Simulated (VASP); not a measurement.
# Si3N4 (P6_3/m) in VASP: relaxation of cell and atoms with PBE

Aim: the relaxation of cell and atoms of Si3N4 with PBE.

Program: VASP 6.6.1. These are calculated values, not measurements. Logs are shortened: lines on timing, memory, paths and dates and some standing lists are left out, and cuts for length are marked.

### 1 The cell of the first run

It takes space group P6_3/m (No. 176, hexagonal). Conventional cell: a = 7.661 Å, b = 7.661 Å, c = 2.926 Å, α = 90.00°, β = 90.00°, γ = 120.00°. Si (site symmetry m) has 4 N at 1.74 to 1.75 Å within 2.3 Å. Within 2.3 Å of N (site symmetry -6) lie 3 Si at 1.74 Å. Within 2.3 Å of N (site symmetry m) lie 3 Si at 1.75 Å.

### 2 Relaxation of cell and atoms, PBE

Contents of INCAR:

```
SYSTEM = Si3N4
ALGO = Normal
EDIFF = 1E-7
EDIFFG = -0.01
ENCUT = 600
GGA = PE
IBRION = 2
ISIF = 3
ISMEAR = 0
LASPH = .True.
LCHARG = .False.
LREAL = .False.
LWAVE = .False.
NELM = 100
NSW = 100
PREC = Accurate
SIGMA = 0.02
```

Contents of KPOINTS:

```
k-points
0
Gamma
  6 6 8
  0 0 0
```

Contents of POSCAR:

```
Si3N4
1.0
    7.6608613274      0.0000000000      0.0000000000
   -3.8304306637      6.6345005244      0.0000000000
    0.0000000000      0.0000000000      2.9261903646
Si N
6 8
Direct
    0.2309086322      0.8248389056      0.7500000000
    0.4060697266      0.2309086322      0.2500000000
    0.8248389056      0.5939302734      0.2500000000
    0.1751610944      0.4060697266      0.7500000000
    0.5939302734      0.7690913678      0.7500000000
    0.7690913678      0.1751610944      0.2500000000
    0.3333333333      0.6666666667      0.7500000000
    0.6666666667      0.3333333333      0.2500000000
    0.9690177898      0.6700313315      0.7500000000
    0.2989864582      0.9690177898      0.2500000000
    0.6700313315      0.7010135418      0.2500000000
    0.3299686685      0.2989864582      0.7500000000
    0.0309822102      0.3299686685      0.2500000000
    0.7010135418      0.0309822102      0.7500000000
```

Potentials or basis: VASP PAW PBE potentials, release 64 (Si, N).

Launch:

```sh
$ cat potpaw_PBE.64/Si/POTCAR potpaw_PBE.64/N/POTCAR > POTCAR
$ mpirun -np 1 vasp_std > vasp.out
```

OUTCAR:

```text
SYSTEM = Si3N4
   EDIFF = 1E-7
   EDIFFG = -0.01
   ENCUT = 600
   GGA = PE
   IBRION = 2
   ISIF = 3
   ISMEAR = 0
   LASPH = .True.
   LREAL = .False.
   NELM = 100
   NSW = 100
   PREC = Accurate

 ion  position               nearest neighbor table
   1  0.231  0.825  0.750-   7 1.74   9 1.75  10 1.75  10 1.75   5 3.02   4 3.02   3 3.07   3 3.07
                             2 3.07   2 3.07
   2  0.406  0.231  0.250-   8 1.74  10 1.75  12 1.75  12 1.75   6 3.02   3 3.02   4 3.07   4 3.07
                             1 3.07   1 3.07
   3  0.825  0.594  0.250-   8 1.74  11 1.75   9 1.75   9 1.75   2 3.02   6 3.02   5 3.07   5 3.07
                             1 3.07   1 3.07
   4  0.175  0.406  0.750-   7 1.74  12 1.75  13 1.75  13 1.75   5 3.02   1 3.02   2 3.07   2 3.07
                             6 3.07   6 3.07
   5  0.594  0.769  0.750-   7 1.74  14 1.75  11 1.75  11 1.75   1 3.02   4 3.02   3 3.07   3 3.07
                             6 3.07   6 3.07
   6  0.769  0.175  0.250-   8 1.74  13 1.75  14 1.75  14 1.75   2 3.02   3 3.02   4 3.07   4 3.07
                             5 3.07   5 3.07
   7  0.333  0.667  0.750-   1 1.74   4 1.74   5 1.74
   8  0.667  0.333  0.250-   6 1.74   3 1.74   2 1.74
   9  0.969  0.670  0.750-   1 1.75   3 1.75   3 1.75
  10  0.299  0.969  0.250-   2 1.75   1 1.75   1 1.75
  11  0.670  0.701  0.250-   3 1.75   5 1.75   5 1.75
  12  0.330  0.299  0.750-   4 1.75   2 1.75   2 1.75
  13  0.031  0.330  0.250-   6 1.75   4 1.75   4 1.75
  14  0.701  0.031  0.750-   5 1.75   6 1.75   6 1.75

  LATTYP: Found a hexagonal cell.
 ALAT       =     7.6608613274
 C/A-ratio  =     0.3819662359

  Lattice vectors:

 A1 = (   7.6608613274,   0.0000000000,   0.0000000000)
 A2 = (  -3.8304306637,   6.6345005244,   0.0000000000)
 A3 = (   0.0000000000,   0.0000000000,   2.9261903646)

Analysis of symmetry for initial positions (statically):
=====================================================================
 Subroutine PRICEL returns:
 Original cell was already a primitive cell.

 Routine SETGRP: Setting up the symmetry group for a
 hexagonal supercell.

 Subroutine GETGRP returns: Found 12 space group operations
 (whereof  6 operations were pure point group operations)
 out of a pool of 24 trial point group operations.

The static configuration has the point symmetry S_6 .
 The point group associated with its full space group is C_6h.

Analysis of symmetry for dynamics (positions and initial velocities):
=====================================================================
 Subroutine PRICEL returns:
 Original cell was already a primitive cell.

 Routine SETGRP: Setting up the symmetry group for a
 hexagonal supercell.

 Subroutine GETGRP returns: Found 12 space group operations
 (whereof  6 operations were pure point group operations)
 out of a pool of 24 trial point group operations.

[... 134 lines left out ...]
   TEBEG  =    0.0;   TEEND  =   0.0 temperature during run
   PSTRESS=    0.0 pullay stress
   NELECT =      64.0000    total number of electrons
   NUPDOWN=      -1.0000    fix difference up-down
   EMIN   =  10.00;   EMAX   =-10.00  energy-range for DOS
   EFERMI =   0.00;   METHOD = LEGACY
   ISMEAR =     0;   SIGMA  =   0.02  broadening in eV -4-tet -1-fermi 0-gaus
   EFERMI_NEDOS =   21; number of points for ismear=-14 and -15
   IALGO  =     38    algorithm
   IMIX   =      4    mixing-type and parameters
     AMIX     =   0.40;   BMIX     =  1.00
     AMIX_MAG =   1.60;   BMIX_MAG =  1.00
  volume/ion in A,a.u.               =      10.62        71.69
  Fermi-wavevector in a.u.,A,eV,Ry     =   1.235963  2.335631 20.784310  1.527604
  Thomas-Fermi vector in A             =   2.370591
   LORBIT       =      0    0 simple, 1 ext, 2 COOP (PROOUT), +10 PAW based schemes
   GGA     = PE    functional components
   LHFCALC =     F    Hartree Fock is set to
   AEXX    =    0.0000 exact exchange contribution
   IVDW    =     0    specifies the selected vdW correction
   LEPSILON=     F    determine dielectric tensor
   LRPA    =     F    only Hartree local field effects (RPA)
 conjugate gradient relaxation of ions
 non-spin polarized calculation
 Gauss-broadening in eV      SIGMA  =   0.02
  energy-cutoff  :      600.00
  volume of cell :      148.73
 maximum number of plane-waves:      5003
 NGX is ok and might be reduce to    64
   NGX = 31   NGY = 31   NGZ = 11

--------------------------------------- Ionic step        1  -------------------------------------------

 number of electron      63.9999994 magnetization

 Free energy of the ion-electron system (eV)
  ---------------------------------------------------
  ext. energy  EPLUGINS =         0.00000000
  ---------------------------------------------------
  free energy    TOTEN  =      -114.55552605 eV

  energy without entropy =     -114.55552605  energy(sigma->0) =     -114.55552605

------------------------ aborting loop because EDIFF is reached ----------------------------------------

  FORCE on cell =-STRESS in cart. coord.  units (eV):
  Direction    XX          YY          ZZ          XY          YZ          ZX
  --------------------------------------------------------------------------------------
  -------------------------------------------------------------------------------------
  Total       -0.1060539     -0.1060539     -0.2544242     -0.0000001      0.0000000      0.0000000
  in kB       -1.1424805     -1.1424805     -2.7408206     -0.0000006      0.0000000      0.0000000
  external PRESSURE =      -1.6752605 kB  Pullay stress =       0.0000000 kB
[... 83 lines left out ...]
--------------------------------------- Ionic step        3  -------------------------------------------

 number of electron      63.9999994 magnetization

 Free energy of the ion-electron system (eV)
  ---------------------------------------------------
  ext. energy  EPLUGINS =         0.00000000
  ---------------------------------------------------
  free energy    TOTEN  =      -114.55560120 eV

  energy without entropy =     -114.55560120  energy(sigma->0) =     -114.55560120

 E-fermi :   6.6572     XC(G=0): -10.7151

 val. band max:        6.5397429990   @ k =   0.0000   0.0000   0.1250
 cond. band min:      10.8072013752   @ k =   0.0000   0.0000   0.0000
 fundamental gap:      4.2674583761
 Fermi energy:         6.6571919175

 k-point     1 :       0.0000    0.0000    0.0000
  band No.  band energies     occupation
      1     -11.5235      2.00000
      2     -10.1044      2.00000
      3     -10.1044      2.00000
      4      -9.4706      2.00000
      5      -9.3328      2.00000
      6      -9.3328      2.00000
[... 1021 lines left out ...]
     39      13.9729      0.00000
     40      14.2358      0.00000

 [... further k-points ...]
[... 5 lines left out ...]
  --------------------------------------------------------------------------------------
  -------------------------------------------------------------------------------------
  Total        0.0071361      0.0071361      0.0061973     -0.0000000     -0.0000000      0.0000000
  in kB        0.0769303      0.0769303      0.0668096     -0.0000005     -0.0000000      0.0000000
  external PRESSURE =       0.0735567 kB  Pullay stress =       0.0000000 kB
[... 29 lines left out ...]
  FREE ENERGIE OF THE ION-ELECTRON SYSTEM (eV)
  ---------------------------------------------------
  free  energy   TOTEN  =      -114.5556011966 eV

  energy  without entropy=     -114.5556011966  energy(sigma->0) =     -114.55560120

 reached required accuracy - stopping structural energy minimisation
```

CONTCAR:

```text
Si3N4
   1.00000000000000
     7.6596077639570623    0.0000000006869613    0.0000000000000000
    -3.8298038825734571    6.6334149062696781   -0.0000000000000000
     0.0000000000000000    0.0000000000000000    2.9250416739211418
  Si              N
     6     8
Direct
     0.2309222430206052    0.8248661081905930    0.7500000000000000
[... 17 lines left out ...]
  0.00000000E+00  0.00000000E+00  0.00000000E+00
  0.00000000E+00  0.00000000E+00  0.00000000E+00
  0.00000000E+00  0.00000000E+00  0.00000000E+00
  0.00000000E+00  0.00000000E+00  0.00000000E+00
  0.00000000E+00  0.00000000E+00  0.00000000E+00
  0.00000000E+00  0.00000000E+00  0.00000000E+00
  0.00000000E+00  0.00000000E+00  0.00000000E+00
  0.00000000E+00  0.00000000E+00  0.00000000E+00
  0.00000000E+00  0.00000000E+00  0.00000000E+00
  0.00000000E+00  0.00000000E+00  0.00000000E+00
  0.00000000E+00  0.00000000E+00  0.00000000E+00
```

Wall time 4.4 min (1 thread of Intel Xeon 6975P-C (Granite Rapids), shared host); peak memory 0.44 GiB.

Results:

* Free energy: -114.5556 eV
* Relaxed volume: 10.62 Å³/atom
* Relaxed cell: a = 7.660 Å, b = 7.660 Å, c = 2.925 Å, α = 90.00°, β = 90.00°, γ = 120.00°
* Space group after relaxing (to 0.1 Å): P6_3/m (No. 176)
* Energy gained by relaxing: 0.0 meV/atom
* Ionic steps: 3
* Pressure after relaxing: 0.0 GPa
* Largest force after relaxing: 0.009 eV/Å
* Band gap on the k mesh: 4.27 eV (least direct gap 4.45 eV)

Forces in eV/Å, atoms in the order of the input:
```
Si   0.004 -0.002  0.000
Si   0.004  0.003  0.000
Si   0.001 -0.004  0.000
Si  -0.001  0.004  0.000
Si  -0.004 -0.003  0.000
Si  -0.004  0.002  0.000
N    0.000  0.000  0.000
N    0.000  0.000  0.000
N    0.009  0.001  0.000
N    0.004  0.008  0.000
N    0.005 -0.007  0.000
N   -0.005  0.007  0.000
N   -0.009 -0.001  0.000
N   -0.004 -0.008  0.000
```

Final structure:
```cif
data_structure
_symmetry_space_group_name_H-M 'P 1'
_symmetry_Int_Tables_number 1
_cell_length_a 7.6596
_cell_length_b 7.6596
_cell_length_c 2.9250
_cell_angle_alpha 90.000
_cell_angle_beta 90.000
_cell_angle_gamma 120.000
_cell_volume 148.62
loop_
_atom_site_label
_atom_site_type_symbol
_atom_site_fract_x
_atom_site_fract_y
_atom_site_fract_z
_atom_site_occupancy
Si1 Si 0.23092 0.82487 0.75000 1
Si2 Si 0.40606 0.23092 0.25000 1
Si3 Si 0.82487 0.59394 0.25000 1
Si4 Si 0.17513 0.40606 0.75000 1
Si5 Si 0.59394 0.76908 0.75000 1
Si6 Si 0.76908 0.17513 0.25000 1
N1 N 0.33333 0.66667 0.75000 1
N2 N 0.66667 0.33333 0.25000 1
N3 N 0.96901 0.67001 0.75000 1
N4 N 0.29900 0.96901 0.25000 1
N5 N 0.67001 0.70100 0.25000 1
N6 N 0.32999 0.29900 0.75000 1
N7 N 0.03099 0.32999 0.25000 1
N8 N 0.70100 0.03099 0.75000 1
```

A k mesh can miss the band edges.
